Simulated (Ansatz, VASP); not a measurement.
## One calculation of InWSe3, two programs

```
In W Se
1.0
     7.16722    0.00000    0.00000
    -3.58361    6.20700    0.00000
     0.00000    0.00000    5.72622
In W Se
2 2 6
Direct
  0.33333 0.66667 0.75000
  0.66667 0.33333 0.25000
  0.00000 0.00000 0.00000
  0.00000 0.00000 0.50000
  0.17094 0.82906 0.25000
  0.34189 0.17094 0.75000
  0.17094 0.34189 0.25000
  0.82906 0.17094 0.75000
  0.65811 0.82906 0.25000
  0.82906 0.65811 0.75000
```

Change from the starting cell: species swapped into the CsCoCl3 type (P6_3/mmc, No. 194).

Alike in both runs: functional PBE; k mesh 6 × 6 × 8; occupations gaussian, width 0.1 eV; no spin polarisation.

Ansatz relaxed the structure, and its values are those at the end. VASP's run is a single point on that final structure, the one shown.

|  | VASP | Ansatz |
| --- | --- | --- |
| version | VASP 6.6.1 | Ansatz 0.2.0 |
| potentials or method | VASP PAW PBE potentials, release 64 (In_d, W_sv, Se), cutoff 520 eV | scalar-relativistic, plane waves, PAW |
| valence electrons in the cell | 90 | 150 |

|  | VASP | Ansatz | Ansatz less VASP |
| --- | --- | --- | --- |
| gap on the k mesh at the Fermi level (eV) | none | none | - |
| pressure (GPa) | 0.1 | 0.0 | -0.12 |
| rms of the force components (eV/Å) | 0.011 | 0.002 | -0.0087 |

A gap of «none» marks a metal or a gap that the smearing closes. VASP's potentials hold 90 valence electrons a cell and Ansatz's 150, so a difference there can come from the potentials and not from the codes.

Neither program's run includes spin-orbit coupling.
